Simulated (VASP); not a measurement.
The system is IrF.

```xyz
4
Lattice="3.0157 0.0000 0.0000 0.0000 3.0157 0.0000 0.0000 0.0000 5.4711" Properties=species:S:1:pos:R:3 pbc="T T T"
Ir    0.0000    1.5078    2.0321
Ir    1.5078    0.0000    3.4389
F     0.0000    1.5078    4.6591
F     1.5078    0.0000    0.8120
```

The cell was generated, and may not be a known phase.

| Quantity | Value |
| --- | --- |
| Program | VASP 6.6.1 |
| Task | relaxation of cell and atoms |
| Functional | PBE |
| Potentials or basis | VASP PAW PBE potentials, release 64 (Ir_sv_GW, F) |
| Cutoff | 700 eV |
| k mesh | 6 × 6 × 4 |
| Occupations | gaussian, width 0.1 eV |
| Spin | collinear spin |
| Starting moments | [1.0, 1.0, 0.0, 0.0] μB |

At the start: pressure 2.4 GPa; volume 12.44 Å³/atom.

Question: Where does the relaxation end?

Answer: Over 15 steps the energy falls by 156.9 meV/atom and the volume is 13.74 Å³/atom (+10.5 %); space group P4/nmm (No. 129, to 0.1 Å) before and after; moment 0.00 μB per cell.

The path:
| step | energy change (eV) | largest force (eV/Å) | pressure (GPa) | volume (Å³) |
| --- | --- | --- | --- | --- |
| 1 | 0.0000 | 1.0169 | 2.37 | 49.76 |
| 2 | -0.4373 | 1.1834 | -5.49 | 50.88 |
| 3 | -0.4415 | 1.2448 | -6.04 | 50.97 |
| 4 | -0.3455 | 1.9944 | 15.68 | 47.87 |
| 5 | -0.5119 | 0.4856 | 1.42 | 49.70 |
| 6 | -0.5389 | 0.4266 | 1.08 | 50.19 |
| 7 | -0.5931 | 0.2788 | 0.51 | 51.66 |
| 8 | -0.6114 | 0.8593 | 1.08 | 54.60 |
| 9 | -0.6245 | 0.2031 | -1.00 | 55.32 |
| 10 | -0.6246 | 0.1253 | -1.24 | 55.41 |
| 11 | -0.6269 | 0.0891 | -0.40 | 55.14 |
| 12 | -0.6274 | 0.0649 | 0.19 | 54.96 |
| 13 | -0.6276 | 0.0466 | -0.04 | 54.98 |
| 14 | -0.6276 | 0.0453 | -0.11 | 54.98 |
| 15 | -0.6277 | 0.0373 | -0.07 | 54.96 |

Final structure:
```
CELL_PARAMETERS angstrom
2.86714 0.00000 0.00000
0.00000 2.86714 0.00000
0.00000 0.00000 6.68558
ATOMIC_POSITIONS crystal
Ir 0.00000 0.50000 0.38631
Ir 0.50000 0.00000 0.61369
F 0.00000 0.50000 0.82389
F 0.50000 0.00000 0.17611
```

Caveat: a cell axis changed by over 15 % at a fixed basis, so the end point is rough.
